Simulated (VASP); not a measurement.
**BeS (CsCl type): single point with PBE**

The system is BeS (CsCl type).

```xyz
2
Lattice="2.9645 0.0000 0.0000 0.0000 2.9645 0.0000 0.0000 0.0000 2.9645" Properties=species:S:1:pos:R:3 pbc="T T T"
Be    0.0000    0.0000    0.0000
S     1.4823    1.4823    1.4823
```

```yaml
Program: VASP 6.6.1
Task: single point
Functional: PBE
Potentials_or_basis: VASP PAW PBE potentials, release 64 (Be, S)
Cutoff: 520 eV
k_mesh: 14 × 14 × 14
Occupations: fermi-dirac, width 0.08 eV
Spin: no spin polarisation
```

```json
{
  "Pressure": "-3.0 GPa",
  "Band gap on the k mesh": "zero (bands 4 and 5 overlap by 1.74 eV)"
}
```

Levels at points of the mesh, in eV from the Fermi level:
| k point | band 1 | band 2 | band 3 | band 4 | band 5 | band 6 | band 7 | band 8 | band 9 |
| --- | --- | --- | --- | --- | --- | --- | --- | --- | --- |
| (0.00, 0.00, 0.00) | -15.70 | -1.53 | -1.53 | -1.53 | 1.53 | 5.27 | 5.27 | 9.86 | 9.86 |
| (0.50, 0.00, 0.00) | -13.96 | -8.28 | 0.13 | 0.13 | 3.49 | 5.33 | 5.33 | 6.69 | 7.83 |
| (0.50, 0.50, 0.00) | -12.19 | -6.52 | -6.52 | -1.54 | 1.07 | 7.64 | 7.64 | 7.94 | 9.73 |
| (0.50, 0.50, 0.50) | -10.72 | -4.19 | -4.19 | -4.19 | -0.29 | -0.29 | -0.29 | 3.86 | 20.48 |

It took 28 s on 1 thread of Intel Xeon 8259CL, on a shared host, peak memory 0.16 GiB.
